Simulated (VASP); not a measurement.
# Ga3Se (Pm-3m) in VASP: single point with PBE+D3(BJ)

Aim: the single point of Ga3Se with PBE+D3(BJ).

Everything below comes from runs of VASP 6.6.1. Logs are shortened: lines on timing, memory, paths and dates and some standing lists are left out, and cuts for length are marked.

### Step 1. The cell of the first run

The structure is cubic, space group Pm-3m (No. 221). Conventional cell: a = 4.324 Å, b = 4.324 Å, c = 4.324 Å, α = 90.00°, β = 90.00°, γ = 90.00°. Ga (site symmetry 4/mmm) has 8 Ga at 3.06 Å and 4 Se at 3.06 Å within 4.0 Å. Within 4.0 Å of Se (site symmetry m-3m) lie 12 Ga at 3.06 Å.

### Step 2. Single point, PBE+D3(BJ)

INCAR

```
PREC = Accurate
ENCUT = 520
EDIFF = 1E-6
ISMEAR = 0
SIGMA = 0.15
LREAL = False
LASPH = True
NELM = 60
ALGO = Normal
ISIF = 2
LWAVE = False
LCHARG = False
GGA = PE
IVDW = 12
NBANDS = 30
```

KPOINTS

```
Automatic mesh
0
Gamma
  12 12 12
```

POSCAR

```
Ga3Se
1.0
    4.3236103161      0.0000000000      0.0000000000
    0.0000000000      4.3236103161      0.0000000000
    0.0000000000      0.0000000000      4.3236103161
Ga Se
3 1
Direct
    0.0000000000      0.5000000000      0.5000000000
    0.5000000000      0.0000000000      0.5000000000
    0.5000000000      0.5000000000      0.0000000000
    0.0000000000      0.0000000000      0.0000000000
```

Potentials or basis: VASP PAW PBE potentials, release 64 (Ga_d, Se).

The run is started by

```bash
$ cat potpaw_PBE.64/Ga_d/POTCAR potpaw_PBE.64/Se/POTCAR > POTCAR
$ mpirun -np 1 vasp_std > vasp.out
```

OUTCAR:

```text
PREC = Accurate
   ENCUT = 520
   EDIFF = 1E-6
   ISMEAR = 0
   LREAL = False
   LASPH = True
   NELM = 60
   ISIF = 2
   GGA = PE
   IVDW = 12
 IVDW          = 12

 ion  position               nearest neighbor table
   1  0.000  0.500  0.500-
   2  0.500  0.000  0.500-
   3  0.500  0.500  0.000-
   4  0.000  0.000  0.000-

  LATTYP: Found a simple cubic cell.
 ALAT       =     4.3236103161

  Lattice vectors:

 A1 = (   4.3236103161,   0.0000000000,   0.0000000000)
 A2 = (   0.0000000000,   4.3236103161,   0.0000000000)
 A3 = (   0.0000000000,   0.0000000000,   4.3236103161)

Analysis of symmetry for initial positions (statically):
=====================================================================
 Subroutine PRICEL returns:
 Original cell was already a primitive cell.

 Routine SETGRP: Setting up the symmetry group for a
 simple cubic supercell.

 Subroutine GETGRP returns: Found 48 space group operations
 (whereof 48 operations were pure point group operations)
 out of a pool of 48 trial point group operations.

The static configuration has the point symmetry O_h .

Analysis of symmetry for dynamics (positions and initial velocities):
=====================================================================
 Subroutine PRICEL returns:
 Original cell was already a primitive cell.

 Routine SETGRP: Setting up the symmetry group for a
 simple cubic supercell.

 Subroutine GETGRP returns: Found 48 space group operations
 (whereof 48 operations were pure point group operations)
 out of a pool of 48 trial point group operations.

The dynamic configuration has the point symmetry O_h .

 Subroutine INISYM returns: Found 48 space group operations
 (whereof 48 operations are pure point group operations),
 and found     1 'primitive' translations

----------------------------------------------------------------------------------------

                                     Primitive cell

  volume of cell :      80.8239

  direct lattice vectors                    reciprocal lattice vectors
     4.323610316  0.000000000  0.000000000     0.231288189  0.000000000  0.000000000
     0.000000000  4.323610316  0.000000000     0.000000000  0.231288189  0.000000000
     0.000000000  0.000000000  4.323610316     0.000000000  0.000000000  0.231288189

  length of vectors
     4.323610316  4.323610316  4.323610316     0.231288189  0.231288189  0.231288189

  position of ions in fractional coordinates (direct lattice)
     0.000000000  0.500000000  0.500000000
     0.500000000  0.000000000  0.500000000
     0.500000000  0.500000000  0.000000000
     0.000000000  0.000000000  0.000000000

  ion indices of the primitive-cell ions
   primitive index   ion index
                 1           1
                 2           2
                 3           3
                 4           4

----------------------------------------------------------------------------------------

 KPOINTS: Automatic mesh

Automatic generation of k-mesh.
 Grid dimensions read from file:
 generate k-points for:   12   12   12

 Generating k-lattice:

  Cartesian coordinates                     Fractional coordinates (reciprocal lattice)
     0.019274016  0.000000000  0.000000000     0.083333333  0.000000000  0.000000000
     0.000000000  0.019274016  0.000000000     0.000000000  0.083333333  0.000000000
     0.000000000  0.000000000  0.019274016     0.000000000  0.000000000  0.083333333

  Length of vectors
     0.019274016  0.019274016  0.019274016

  Shift w.r.t. Gamma in fractional coordinates (k-lattice)
     0.000000000  0.000000000  0.000000000

 Subroutine IBZKPT returns following result:
 ===========================================

 Found     84 irreducible k-points:

 Following reciprocal coordinates:
            Coordinates               Weight
  0.000000  0.000000  0.000000      1.000000
  0.083333  0.000000  0.000000      6.000000
  0.166667  0.000000  0.000000      6.000000
  0.250000  0.000000  0.000000      6.000000
  0.333333  0.000000  0.000000      6.000000
  0.416667  0.000000  0.000000      6.000000
[... 16 lines left out ...]
  0.333333  0.333333  0.000000     12.000000
  0.416667  0.333333  0.000000     24.000000
 [... further k-points ...]
   k-points           NKPTS =     84   k-points in BZ     NKDIM =     84   number of bands    NBANDS=     30
   number of dos      NEDOS =    301   number of ions     NIONS =      4
   total plane-waves  NPLWV =  32768
   dimension x,y,z NGX =    32 NGY =   32 NGZ =   32
   dimension x,y,z NGXF=    64 NGYF=   64 NGZF=   64
   ions per type =               3   1
   NGX,Y,Z   is equivalent  to a cutoff of  12.30, 12.30, 12.30 a.u.
   NGXF,Y,Z  is equivalent  to a cutoff of  24.61, 24.61, 24.61 a.u.
 SYSTEM =  unknown system
   PREC   = accura    normal or accurate (medium, high low for compatibility)
   ISTART =      0    job   : 0-new  1-cont  2-samecut
   ICHARG =      2    charge: 1-file 2-atom 10-const
   ISPIN  =      1    spin polarized calculation?
   LNONCOLLINEAR =      F non collinear calculations
   LSORBIT =      F    spin-orbit coupling
   LASPH  =      T    aspherical Exc in radial PAW
   ENCUT  =  520.0 eV  38.22 Ry    6.18 a.u.   8.04  8.04  8.04*2*pi/ulx,y,z
   NELM   =     60;   NELMIN=  2; NELMDL= -5     # of ELM steps
   EDIFF  = 0.1E-05   stopping-criterion for ELM
   LREAL  =      F    real-space projection
   EDIFFG = 0.1E-04   stopping-criterion for IOM
   NSW    =      0    number of steps for IOM
   IBRION =     -1    ionic relax: 0-MD 1-quasi-New 2-CG
   NFREE  =      0    steps in history (QN), initial steepest desc. (CG)
   ISIF   =      2    stress and relaxation
   ISYM   =      2    0-nonsym 1-usesym 2-fastsym
   POTIM  = 0.5000    time-step for ionic-motion
   TEBEG  =    0.0;   TEEND  =   0.0 temperature during run
   PSTRESS=    0.0 pullay stress
   NELECT =      45.0000    total number of electrons
   NUPDOWN=      -1.0000    fix difference up-down
   EMIN   =  10.00;   EMAX   =-10.00  energy-range for DOS
   EFERMI =   0.00;   METHOD = LEGACY
   ISMEAR =     0;   SIGMA  =   0.15  broadening in eV -4-tet -1-fermi 0-gaus
   EFERMI_NEDOS =   21; number of points for ismear=-14 and -15
   IALGO  =     38    algorithm
   IMIX   =      4    mixing-type and parameters
     AMIX     =   0.40;   BMIX     =  1.00
     AMIX_MAG =   1.60;   BMIX_MAG =  1.00
  volume/ion in A,a.u.               =      20.21       136.36
  Fermi-wavevector in a.u.,A,eV,Ry     =   1.346788  2.545060 24.678750  1.813837
  Thomas-Fermi vector in A             =   2.474591
   LORBIT       =      0    0 simple, 1 ext, 2 COOP (PROOUT), +10 PAW based schemes
   GGA     = PE    functional components
   LHFCALC =     F    Hartree Fock is set to
   AEXX    =    0.0000 exact exchange contribution
   IVDW    =    12    specifies the selected vdW correction
   LEPSILON=     F    determine dielectric tensor
   LRPA    =     F    only Hartree local field effects (RPA)
 non-spin polarized calculation
 Gauss-broadening in eV      SIGMA  =   0.15
  energy-cutoff  :      520.00
  volume of cell :       80.82
 maximum number of plane-waves:      2224
   NGX = 17   NGY = 17   NGZ = 17

 number of electron      45.0000068 magnetization

 Free energy of the ion-electron system (eV)
  ---------------------------------------------------
  ext. energy  EPLUGINS =         0.00000000
  ---------------------------------------------------
  free energy    TOTEN  =       -12.39021289 eV

  energy without entropy =      -12.37267591  energy(sigma->0) =      -12.38144440

 E-fermi :   5.3118     XC(G=0): -10.6271

 val. band max:        5.3082561297   @ k =   0.4167   0.2500   0.2500
 cond. band min:       5.3192200898   @ k =   0.4167   0.3333   0.0833
 fundamental gap:      0.0109639600
 Fermi energy:         5.3117623638

 k-point     1 :       0.0000    0.0000    0.0000
  band No.  band energies     occupation
      1      -9.7933      2.00000
      2      -9.7439      2.00000
      3      -9.7439      2.00000
      4      -9.7439      2.00000
      5      -9.6845      2.00000
      6      -9.6845      2.00000
[... 22 lines left out ...]
     29      11.5356      0.00000
     30      12.5722      0.00000

 k-point     2 :       0.0833    0.0000    0.0000
  band No.  band energies     occupation
      1      -9.7870      2.00000
      2      -9.7429      2.00000
      3      -9.7399      2.00000
      4      -9.7399      2.00000
      5      -9.6839      2.00000
      6      -9.6814      2.00000
[... 22 lines left out ...]
     29      11.7907      0.00000
     30      12.6184      0.00000

 k-point     3 :       0.1667    0.0000    0.0000
  band No.  band energies     occupation
      1      -9.7690      2.00000
      2      -9.7400      2.00000
      3      -9.7278      2.00000
      4      -9.7278      2.00000
      5      -9.6820      2.00000
      6      -9.6724      2.00000
[... 22 lines left out ...]
     29      12.3288      0.00000
     30      12.7567      0.00000

 k-point     4 :       0.2500    0.0000    0.0000
  band No.  band energies     occupation
      1      -9.7424      2.00000
      2      -9.7358      2.00000
      3      -9.7088      2.00000
      4      -9.7088      2.00000
      5      -9.6790      2.00000
      6      -9.6587      2.00000
[... 22 lines left out ...]
     29      12.8304      0.00000
     30      13.0025      0.00000

 k-point     5 :       0.3333    0.0000    0.0000
  band No.  band energies     occupation
      1      -9.7314      2.00000
      2      -9.7118      2.00000
      3      -9.6844      2.00000
      4      -9.6844      2.00000
      5      -9.6746      2.00000
      6      -9.6423      2.00000
[... 22 lines left out ...]
     29      12.2497      0.00000
     30      12.6295      0.00000
[... 526 lines left out ...]
     29       9.8607      0.00000
     30      10.9551      0.00000

 k-point    22 :       0.5000    0.2500    0.0000
  band No.  band energies     occupation
      1      -9.6949      2.00000
      2      -9.6775      2.00000
      3      -9.6752      2.00000
      4      -9.6554      2.00000
      5      -9.6402      2.00000
      6      -9.6267      2.00000
[... 22 lines left out ...]
     29       9.5797      0.00000
     30      12.1908      0.00000

 k-point    23 :       0.3333    0.3333    0.0000
  band No.  band energies     occupation
      1      -9.7016      2.00000
      2      -9.6906      2.00000
      3      -9.6589      2.00000
      4      -9.6555      2.00000
      5      -9.6528      2.00000
      6      -9.6420      2.00000
[... 22 lines left out ...]
     29      10.1319      0.00000
     30      10.4509      0.00000

 k-point    24 :       0.4167    0.3333    0.0000
  band No.  band energies     occupation
      1      -9.6927      2.00000
      2      -9.6795      2.00000
      3      -9.6659      2.00000
      4      -9.6556      2.00000
      5      -9.6539      2.00000
      6      -9.6262      2.00000
[... 22 lines left out ...]
     29      10.2261      0.00000
     30      11.4795      0.00000

 [... further k-points ...]

------------------------ aborting loop because EDIFF is reached ----------------------------------------

 Edisp (eV)   -1.26451

 E8    (eV) :    -0.5687

  FORCE on cell =-STRESS in cart. coord.  units (eV):
  Direction    XX          YY          ZZ          XY          YZ          ZX
  --------------------------------------------------------------------------------------
  -------------------------------------------------------------------------------------
  Total       0.12478     0.12478     0.12478    -0.00000     0.00000    -0.00000
  in kB       2.47348     2.47348     2.47348    -0.00000     0.00000    -0.00000
  external pressure =        2.47 kB  Pullay stress =        0.00 kB

 VOLUME and BASIS-vectors are now :
 -----------------------------------------------------------------------------
  energy-cutoff  :      520.00
  volume of cell :       80.82
      direct lattice vectors                 reciprocal lattice vectors
     4.323610316  0.000000000  0.000000000     0.231288189  0.000000000  0.000000000
     0.000000000  4.323610316  0.000000000     0.000000000  0.231288189  0.000000000
     0.000000000  0.000000000  4.323610316     0.000000000  0.000000000  0.231288189

 POSITION                                       TOTAL-FORCE (eV/Angst)
 -----------------------------------------------------------------------------------
      0.00000      2.16181      2.16181         0.000000      0.000000      0.000000
      2.16181      0.00000      2.16181         0.000000      0.000000      0.000000
      2.16181      2.16181      0.00000         0.000000      0.000000      0.000000
      0.00000      0.00000      0.00000         0.000000      0.000000      0.000000
 -----------------------------------------------------------------------------------
    total drift:                                0.000000     -0.000000     -0.000000

  FREE ENERGIE OF THE ION-ELECTRON SYSTEM (eV)
  ---------------------------------------------------
  free  energy   TOTEN  =       -13.6547196414 eV

  energy  without entropy=      -13.6371826611  energy(sigma->0) =      -13.64595115
```

It took 2.7 min on 1 thread of Intel Xeon 8259CL, shared host; peak memory 0.3 GiB.

Results:

```
Free energy                : -13.6547 eV
Pressure                   : 0.2 GPa
Band gap on the k mesh     : zero (an odd number of electrons rules out a gap without spin polarisation)
Dispersion energy per atom : -0.316 eV
```
